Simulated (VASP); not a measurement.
Runs of VASP 6.6.1 on WS2. The structure is that of space group P-6m2 (No. 187), or close to it. The cells are those of the table. 

```tsv
level	potentials or basis	cell	k mesh	smearing	gap on the mesh (eV)	largest force (eV/Å)
PBEsol	VASP PAW PBE potentials, release 64 (W_sv, S)	a = 3.146, b = 3.146, c = 28.365 Å, angles 90.0, 90.0, 120.0°, 9 atoms	12 × 12 × 1	gaussian 0.02 eV	1.35	(a)
PBE+D3(BJ)	VASP PAW PBE potentials, release 64 (W_sv, S)	a = 3.154, b = 3.154, c = 18.816 Å, angles 90.0, 90.0, 120.0°, 9 atoms	12 × 12 × 1	gaussian 0.02 eV	1.09	0.01
PBE	VASP PAW PBE potentials, release 64 (W_sv, S)	a = 3.183, b = 3.183, c = 28.532 Å, angles 90.0, 90.0, 120.0°, 9 atoms	6 × 6 × 1	gaussian 0.1 eV	1.36	0.27
LDA	VASP PAW LDA potentials, release 64 (W_sv, S)	a = 3.126, b = 3.126, c = 27.349 Å, angles 90.0, 90.0, 120.0°, 9 atoms	12 × 12 × 1	gaussian 0.02 eV	(b)	0.05
PBE	VASP PAW PBE potentials, release 64 (W_sv, S)	a = 3.183, b = 3.183, c = 28.532 Å, angles 90.0, 90.0, 120.0°, 9 atoms	12 × 12 × 1	gaussian 0.02 eV	1.36	0.27
```

Alike in all rows: task single point; no spin polarisation; cutoff (eV) 520.

**Question.** Estimate the missing entries.

**Answer.** (a) 0.03; (b) 1.11.

Caveats: spin-orbit coupling is left out, which moves the levels of the heavy elements; the PAW data sets were made with another functional, which shifts forces and pressure a little (some runs).

A k mesh can miss the band edges, and the runs leave out spin-orbit coupling on W.
